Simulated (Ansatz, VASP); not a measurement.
# BaB5 in VASP and in Ansatz

Contents of INCAR:

```
PREC = Accurate ; ENCUT = 600
EDIFF = 1E-7 ; ISMEAR = 0
SIGMA = 0.1 ; LREAL = F
LASPH = T ; NELM = 100
ALGO = Normal ; ISIF = 3
LWAVE = F ; LCHARG = F
GGA = PE ; IBRION = 2
NSW = 100 ; EDIFFG = -0.01
```

Contents of KPOINTS:

```
Automatic mesh
0
Gamma
  12 12 12
```

Contents of POSCAR:

```
BaB5
1.0
    4.9637215836      0.0000000000      0.0000000000
   -2.4818607918      4.2987089887      0.0000000000
    0.0000000000      0.0000000000      2.9358551923
Ba B
1 5
Direct
    0.0000000000      0.0000000000      0.0000000000
    0.3333333333      0.6666666667      0.0000000000
    0.6666666667      0.3333333333      0.0000000000
    0.5000000000      0.0000000000      0.5000000000
    0.5000000000      0.5000000000      0.5000000000
    0.0000000000      0.5000000000      0.5000000000
```

Input for Ansatz:

```yaml
crystal:
  lattice:
    - [4.9637215836, 0.0, 0.0]
    - [-2.4818607918, 4.2987089887, 0.0]
    - [0.0, 0.0, 2.9358551923]
  atoms:
    - { symbol: Ba, position: [0.0, 0.0, 0.0] }
    - { symbol: B, position: [0.3333333333, 0.6666666667, 0.0] }
    - { symbol: B, position: [0.6666666667, 0.3333333333, 0.0] }
    - { symbol: B, position: [0.5, 0.0, 0.5] }
    - { symbol: B, position: [0.5, 0.5, 0.5] }
    - { symbol: B, position: [0.0, 0.5, 0.5] }
basis:
  ecutwfc: 420
kpoints:
  mp_grid: { grid: [12, 12, 12] }
hamiltonian:
  xc: pbe
scf:
  occupations: { method: gaussian, width: 0.1 }
output:
  forces: true
  stress: true
  eigenvalues: true
relax:
  adjacent_minimum: "off"
  f_tol: 0.01
  max_steps: 80
  cell: { stress_tol: 0.05 }
```

Change from the starting cell: species swapped into the DyRh5 type (P6/mmm, No. 191).

Alike in both runs: task relaxation of cell and atoms; functional PBE; k mesh 12 × 12 × 12; occupations gaussian, width 0.1 eV; no spin polarisation.

|  | VASP | Ansatz |
| --- | --- | --- |
| version | VASP 6.6.1 | Ansatz 0.2.0 |
| potentials or method | VASP PAW PBE potentials, release 64 (Ba_sv, B), cutoff 600 eV | scalar-relativistic, plane waves, PAW |
| valence electrons in the cell | 25 | 25 |

|  | VASP | Ansatz | Ansatz less VASP |
| --- | --- | --- | --- |
| gap on the k mesh at the Fermi level, each at its own relaxed structure (eV) | none | none | - |
| relaxed volume (Å³/atom) | 10.68 | 10.40 | -0.276 |
| relaxed length of the cell vector where the two differ most in proportion (Å) | 2.961 | 2.930 | -0.0309 |

A gap of «none» marks a metal or a gap that the smearing closes.

Spin-orbit coupling is off throughout.
